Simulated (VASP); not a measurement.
A run of VASP 6.6.1 is set up as follows.

The input INCAR:

```
PREC     = Accurate       # precision mode
ENCUT    = 600            # plane-wave cutoff, eV
EDIFF    = 1E-7           # SCF threshold, eV
ISMEAR   = -1             # smearing method
SIGMA    = 0.05           # smearing width, eV
LREAL    = False          # projectors in reciprocal space
LASPH    = True           # aspherical terms in the spheres
NELM     = 60             # most SCF steps
ALGO     = Normal         # electronic algorithm
ISIF     = 3              # what is computed and relaxed
LWAVE    = False          # write WAVECAR
LCHARG   = False          # write CHGCAR
GGA      = PS             # functional
IVDW     = 13             # dispersion correction
IBRION   = 2              # ionic algorithm
NSW      = 60             # ionic steps
EDIFFG   = -0.01          # ionic threshold
```

KPOINTS

```
regular mesh
0
Gamma
  11 11 11
```

Contents of POSCAR:

```
Ti
1.0
    0.0000000000      2.0300000000      2.0300000000
    2.0300000000      0.0000000000      2.0300000000
    2.0300000000      2.0300000000      0.0000000000
Ti
1
Direct
    0.0000000000      0.0000000000      0.0000000000
```

Potentials or basis: VASP PAW PBE potentials, release 64 (Ti_sv).

The run is started by

```sh
$ cat potpaw_PBE.64/Ti_sv/POTCAR > POTCAR
$ mpirun -np 1 vasp_std > vasp.out
```

Question: What does it give for the space group after relaxing (to 0.05 Å)?

Answer: Fm-3m (No. 225).

Question: What does it give for the relaxed volume?

Answer: 16.44 Å³/atom.

Final structure:
```
Ti
1.0
     0.00000    2.01822    2.01822
     2.01822    0.00000    2.01822
     2.01822    2.01822    0.00000
Ti
1
Direct
  0.00000 0.00000 0.00000
```

Caveat: the PAW data sets were made with another functional, which shifts forces and pressure a little; pairwise dispersion overbinds metals, which lowers pressure and volume.
